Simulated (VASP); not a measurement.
# NaCl (Fm-3m) in VASP: settings compared, part 2 of 2

VASP 6.6.1. The steps go on from the part before.

### 3 Dielectric tensor, PBE

Contents of INCAR:

```
PREC = Accurate ; ENCUT = 520
EDIFF = 1E-8 ; ISMEAR = 0
SIGMA = 0.01 ; LREAL = F
LASPH = T ; NELM = 60
ALGO = Normal ; ISIF = 2
LWAVE = F ; LCHARG = F
GGA = PE ; LEPSILON = T
```

Contents of KPOINTS:

```
Automatic mesh
0
Gamma
  6 6 6
```

Contents of POSCAR:

```
NaCl
1.0
    0.0000000000      2.8026988303      2.8026988303
    2.8026988303      0.0000000000      2.8026988303
    2.8026988303      2.8026988303      0.0000000000
Na Cl
1 1
Direct
    0.0000000000      0.0000000000      0.0000000000
    0.5000000000      0.5000000000      0.5000000000
```

Potentials or basis: VASP PAW PBE potentials, release 64 (Na_pv, Cl).

Started as:

```sh
$ cat potpaw_PBE.64/Na_pv/POTCAR potpaw_PBE.64/Cl/POTCAR > POTCAR
$ mpirun -np 1 vasp_std > vasp.out
```

OUTCAR:

```text
PREC = Accurate
   ENCUT = 520
   EDIFF = 1E-8
   ISMEAR = 0
   LREAL = F
   LASPH = T
   NELM = 60
   ISIF = 2
   GGA = PE
   LEPSILON = T

 ion  position               nearest neighbor table
   1  0.000  0.000  0.000-
   2  0.500  0.500  0.500-

  LATTYP: Found a face centered cubic cell.
 ALAT       =     5.6053976606

  Lattice vectors:

 A1 = (   0.0000000000,   2.8026988303,   2.8026988303)
 A2 = (   2.8026988303,   0.0000000000,   2.8026988303)
 A3 = (   2.8026988303,   2.8026988303,   0.0000000000)

Analysis of symmetry for initial positions (statically):
=====================================================================
 Subroutine PRICEL returns:
 Original cell was already a primitive cell.

 Routine SETGRP: Setting up the symmetry group for a
 face centered cubic supercell.

 Subroutine GETGRP returns: Found 48 space group operations
 (whereof 48 operations were pure point group operations)
 out of a pool of 48 trial point group operations.

The static configuration has the point symmetry O_h .

Analysis of symmetry for dynamics (positions and initial velocities):
=====================================================================
 Subroutine PRICEL returns:
 Original cell was already a primitive cell.

 Routine SETGRP: Setting up the symmetry group for a
 face centered cubic supercell.

 Subroutine GETGRP returns: Found 48 space group operations
 (whereof 48 operations were pure point group operations)
 out of a pool of 48 trial point group operations.

The dynamic configuration has the point symmetry O_h .

 Subroutine INISYM returns: Found 48 space group operations
 (whereof 48 operations are pure point group operations),
 and found     1 'primitive' translations

----------------------------------------------------------------------------------------

                                     Primitive cell

  volume of cell :      44.0311

  direct lattice vectors                    reciprocal lattice vectors
     0.000000000  2.802698830  2.802698830    -0.178399475  0.178399475  0.178399475
     2.802698830  0.000000000  2.802698830     0.178399475 -0.178399475  0.178399475
     2.802698830  2.802698830  0.000000000     0.178399475  0.178399475 -0.178399475

  length of vectors
     3.963614697  3.963614697  3.963614697     0.308996955  0.308996955  0.308996955

  position of ions in fractional coordinates (direct lattice)
     0.000000000  0.000000000  0.000000000
     0.500000000  0.500000000  0.500000000

  ion indices of the primitive-cell ions
   primitive index   ion index
                 1           1
                 2           2

----------------------------------------------------------------------------------------

 KPOINTS: Automatic mesh

[... 319 lines left out ...]
  band No.  band energies     occupation
      1     -21.4251      2.00000
      2     -21.4186      2.00000
      3     -21.4172      2.00000
      4     -12.9063      2.00000
      5      -2.0990      2.00000
      6      -1.5604      2.00000
      7      -1.3604      2.00000
      8       7.8309      0.00000
      9       8.2898      0.00000
     10       9.9720      0.00000
     11      11.5493      0.00000

  FORCE on cell =-STRESS in cart. coord.  units (eV):
  Direction    XX          YY          ZZ          XY          YZ          ZX
  --------------------------------------------------------------------------------------
  -------------------------------------------------------------------------------------
  Total        0.3408120      0.3408120      0.3408120      0.0000000      0.0000000      0.0000000
  in kB       12.4012684     12.4012684     12.4012684      0.0000000      0.0000000      0.0000000
  external PRESSURE =      12.4012684 kB  Pullay stress =       0.0000000 kB

 VOLUME and BASIS-vectors are now :
 -----------------------------------------------------------------------------
  energy-cutoff  :      520.00
  volume of cell :       44.03
      direct lattice vectors                 reciprocal lattice vectors
     0.000000000  2.802698830  2.802698830    -0.178399475  0.178399475  0.178399475
     2.802698830  0.000000000  2.802698830     0.178399475 -0.178399475  0.178399475
     2.802698830  2.802698830  0.000000000     0.178399475  0.178399475 -0.178399475

 POSITION                                       TOTAL-FORCE (eV/Angst)
 -----------------------------------------------------------------------------------
      0.00000      0.00000      0.00000        -0.000000      0.000000     -0.000000
      2.80270      2.80270      2.80270         0.000000     -0.000000      0.000000
 -----------------------------------------------------------------------------------
    total drift:                               -0.000000      0.000000      0.000000

  FREE ENERGIE OF THE ION-ELECTRON SYSTEM (eV)
  ---------------------------------------------------
  free  energy   TOTEN  =        -6.7694065150 eV

  energy  without entropy=       -6.7694065150  energy(sigma->0) =       -6.76940652

 HEAD OF MICROSCOPIC STATIC DIELECTRIC TENSOR (INDEPENDENT PARTICLE, excluding Hartree and local field effects)
 ------------------------------------------------------
           2.767242    -0.000000     0.000000
           0.000000     2.767242    -0.000000
          -0.000000     0.000000     2.767242
 ------------------------------------------------------

 Free energy of the ion-electron system (eV)
  ---------------------------------------------------
  ---------------------------------------------------
  free energy    TOTEN  =        -0.21027827 eV

  energy without entropy =       -0.21027827

------------------------ aborting loop because EDIFF is reached ----------------------------------------

--------------------------------------- Ionic step        2  -------------------------------------------

------------------------ aborting loop because EDIFF is reached ----------------------------------------

--------------------------------------- Ionic step        3  -------------------------------------------

 Free energy of the ion-electron system (eV)
  ---------------------------------------------------
  ---------------------------------------------------
  free energy    TOTEN  =        -0.21027819 eV

  energy without entropy =       -0.21027819

------------------------ aborting loop because EDIFF is reached ----------------------------------------

 PIEZOELECTRIC TENSOR FIELD DIRECTION 3  (e Angst)
 -----------------------------------------------------------------------------
    -0.00015  0.00000  0.00000           (  0.00000  0.00000  0.00000)
     0.00000 -0.00015  0.00000           (  0.00000  0.00000  0.00000)
     0.00000 -0.00000 -0.00041           (  0.00000  0.00000 -0.00000)

 PIEZOELECTRIC TENSOR FIELD DIRECTION 3  (C/m^2)
 -----------------------------------------------------------------------------
    -0.00005  0.00000  0.00000
     0.00000 -0.00005  0.00000
     0.00000 -0.00000 -0.00015

 MACROSCOPIC STATIC DIELECTRIC TENSOR (including local field effects in DFT)
 ------------------------------------------------------
           2.520116     0.000000     0.000000
           0.000000     2.520116    -0.000000
           0.000000    -0.000000     2.520116
 ------------------------------------------------------

 PIEZOELECTRIC TENSOR (including local field effects)  for field in x, y, z        (e  Angst)
          XX          YY          ZZ          XY          YZ          ZX
  --------------------------------------------------------------------------------
  x     0.00000     0.00000     0.00000     0.00000     0.00000     0.00000
  y     0.00000     0.00000     0.00000     0.00000     0.00000     0.00000
  z     0.00000     0.00000     0.00000     0.00000     0.00000     0.00000

 PIEZOELECTRIC TENSOR (including local field effects)  for field in x, y, z        (C/m^2)
          XX          YY          ZZ          XY          YZ          ZX
  --------------------------------------------------------------------------------
  x     0.00000     0.00000     0.00000     0.00000     0.00000     0.00000
  y     0.00000     0.00000     0.00000     0.00000     0.00000     0.00000
  z     0.00000     0.00000     0.00000     0.00000     0.00000     0.00000

 BORN EFFECTIVE CHARGES (including local field effects) (in |e|, cummulative output)
 ---------------------------------------------------------------------------------
 ion    1
    1     1.09212     0.00000     0.00000
    2     0.00000     1.09212     0.00000
    3     0.00000     0.00000     1.09212
 ion    2
    1    -1.09212     0.00000     0.00000
    2     0.00000    -1.09212     0.00000
    3     0.00000     0.00000    -1.09212
```

OSZICAR:

```text
N       E                     dE             d eps       ncg     rms          rms(c)
DAV:   1     0.980524179528E+02    0.98052E+02   -0.72462E+03   352   0.125E+03
DAV:   2     0.205434178419E+01   -0.95998E+02   -0.88140E+02   413   0.281E+02
DAV:   3    -0.677670660916E+01   -0.88310E+01   -0.87878E+01   418   0.851E+01
[... 12 lines left out ...]
RMM:   8    -0.210270830680E+00   -0.17685E-03   -0.10463E-05  1270   0.189E-02    0.122E-03
RMM:   9    -0.210272194628E+00   -0.13639E-05   -0.11202E-07  1336   0.389E-03    0.872E-04
RMM:  10    -0.210278115753E+00   -0.59211E-05    0.13335E-07  1230   0.120E-03    0.224E-04
RMM:  11    -0.210277880908E+00    0.23484E-06   -0.68773E-09  1296   0.655E-04    0.741E-05
RMM:  12    -0.210278124437E+00   -0.24353E-06   -0.45108E-07  1117   0.246E-04    0.214E-05
RMM:  13    -0.210278193049E+00   -0.68612E-07   -0.18955E-07   767   0.139E-04    0.346E-06
```

It took 2.5 min on 1 thread of AMD EPYC 7R13, shared host; peak memory 0.16 GiB.

What came out:

* Band gap on the k mesh: 5.18 eV
* Electronic dielectric tensor (diagonal): 2.52
* Born charges (mean of the diagonal): Na +1.09; Cl -1.09 e

Electronic dielectric tensor:
```
2.52 0.00 0.00
0.00 2.52 0.00
0.00 0.00 2.52
```

Born effective charge tensors (e):
atom 1, Na
```
1.09 0.00 0.00
0.00 1.09 0.00
0.00 0.00 1.09
```
atom 2, Cl
```
-1.09  0.00  0.00
 0.00 -1.09  0.00
 0.00  0.00 -1.09
```
